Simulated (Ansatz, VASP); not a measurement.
## F: VASP beside Ansatz

File INCAR:

```
SYSTEM = F
PREC = Accurate
ENCUT = 520
EDIFF = 1E-6
ISMEAR = 0
SIGMA = 0.05
LREAL = .FALSE.
LASPH = .TRUE.
NELM = 80
ALGO = Normal
ISIF = 2
LWAVE = .FALSE.
LCHARG = .TRUE.
GGA = PS
LELF = .TRUE.
LVHAR = .TRUE.
NBANDS = 22
```

The input KPOINTS:

```
Automatic mesh
0
G
  4 4 2
  0 0 0
```

File POSCAR:

```
F
1.0
    3.1004838602     -1.7819543364     -0.2391360627
    3.1004838602      1.7819543364     -0.2391360627
   -2.3313270155      0.0000000000      7.1362390124
F
4
Direct
    0.0848459664      0.0848459664      0.0940038325
    0.9151540336      0.9151540336      0.9059961675
    0.5015719855      0.5015719855      0.5937195244
    0.4984280145      0.4984280145      0.4062804756
```

Input for Ansatz:

```yaml
crystal:
  lattice:
    - [3.1004838602, -1.7819543364, -0.2391360627]
    - [3.1004838602, 1.7819543364, -0.2391360627]
    - [-2.3313270155, 0.0, 7.1362390124]
  atoms:
    - { symbol: F, position: [0.0848459664, 0.0848459664, 0.0940038325] }
    - { symbol: F, position: [0.9151540336, 0.9151540336, 0.9059961675] }
    - { symbol: F, position: [0.5015719855, 0.5015719855, 0.5937195244] }
    - { symbol: F, position: [0.4984280145, 0.4984280145, 0.4062804756] }
basis:
  ecutwfc: 520.0
kpoints:
  mp_grid: { grid: [4, 4, 2] }
hamiltonian:
  xc: pbesol
scf:
  occupations: { method: gaussian, width: 0.05 }
output:
  forces: true
  stress: true
  eigenvalues: true
```

Alike in both runs: task single point; functional PBEsol; k mesh 4 × 4 × 2; occupations gaussian, width 0.05 eV; no spin polarisation.

|  | VASP | Ansatz |
| --- | --- | --- |
| version | VASP 6.6.1 | Ansatz 0.2.0 |
| potentials or method | VASP PAW PBE potentials, release 64 (F), cutoff 520 eV | scalar-relativistic, plane waves, PAW |
| valence electrons in the cell | 28 | 28 |

Ansatz gave:

```
gap on the k mesh at the Fermi level (eV)                     : 3.09
least direct gap on the mesh (eV)                             : 3.18
pressure (GPa)                                                : 0.0
traceless stress, the component that is largest in VASP (GPa) : -0.02
rms of the force components (eV/Å)                            : 0.002
```

Q: Which values does VASP return?

A: gap on the k mesh at the Fermi level (eV): 3.01; least direct gap on the mesh (eV): 3.10; pressure (GPa): 0.3; traceless stress, the component that is largest in VASP (GPa): 1.35; rms of the force components (eV/Å): 0.249.

VASP's potentials were made for PBE, not for PBEsol. Atom by atom the forces differ by 0.249 eV/Å (rms over components).

The k mesh is coarse, so the values compare programs but aren't converged.
